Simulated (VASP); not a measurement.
Crystal: NaCl.

```
Na Cl
1.0
     0.00000    2.80273    2.80273
     2.80273    0.00000    2.80273
     2.80273    2.80273    0.00000
Na Cl
1 1
Cartesian
  0.0000 0.0000 0.0000
  2.8027 2.8027 2.8027
```

Base run:

```yaml
Program: VASP 6.6.1
Functional: r2SCAN
Potentials_or_basis: VASP PAW PBE potentials, release 64 (Na_pv, Cl)
Cutoff: 520 eV
k_mesh: 8 × 8 × 8
Occupations: gaussian, width 0.01 eV
Spin: no spin polarisation
```

Its results: band gap on the k mesh 6.00 eV, direct; pressure -0.2 GPa.

The run is repeated on the same cell with these changes: functional from r2SCAN to PBE; further incar settings from ALGO = Normal; EDIFF = 1e-07; NBANDS = 14 to ALGO = Normal; EDIFF = 1e-06; NBANDS = 14. What comes out?

Band gap on the k mesh 5.18 eV, direct; pressure 1.2 GPa.

Caveats: the PAW data sets were made with another functional, which shifts forces and pressure a little (some runs).

A k mesh can miss the band edges.
